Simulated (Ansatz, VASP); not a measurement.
Au in VASP and in Ansatz

```
Au
1.0
     2.90000    0.00000    0.00000
    -1.45000    2.51147    0.00000
     0.00000    0.00000    4.88000
Au
2
Direct
  0.41025 0.72298 0.75000
  0.66667 0.33333 0.25000
```

Alike in both runs: task single point; functional r2SCAN; k mesh 18 × 18 × 10; occupations gaussian, width 0.15 eV; no spin polarisation.

```csv
,VASP,Ansatz
version,VASP 6.6.1,Ansatz 0.2.0
potentials or method,"VASP PAW PBE potentials, release 64 (Au), cutoff 550 eV","scalar-relativistic, plane waves, PAW"
valence electrons in the cell,22,38
```

|  | VASP | Ansatz | Ansatz less VASP |
| --- | --- | --- | --- |
| gap on the k mesh at the Fermi level (eV) | none | none | - |
| pressure (GPa) | -1.0 | -1.3 | -0.27 |
| traceless stress, the component that is largest in VASP (GPa) | -0.46 | -0.46 | +0.001 |
| rms of the force components (eV/Å) | 0.034 | 0.033 | -0.0013 |

VASP's potentials were made for PBE, not for r2SCAN. Atom by atom the forces differ by 0.001 eV/Å (rms over components). A gap of «none» marks a metal or a gap that the smearing closes. The functional is the same, so the differences come from potentials, cutoffs and numerics. VASP's potentials hold 22 valence electrons a cell and Ansatz's 38, so a difference there can come from the potentials and not from the codes.

Neither program's run includes spin-orbit coupling.
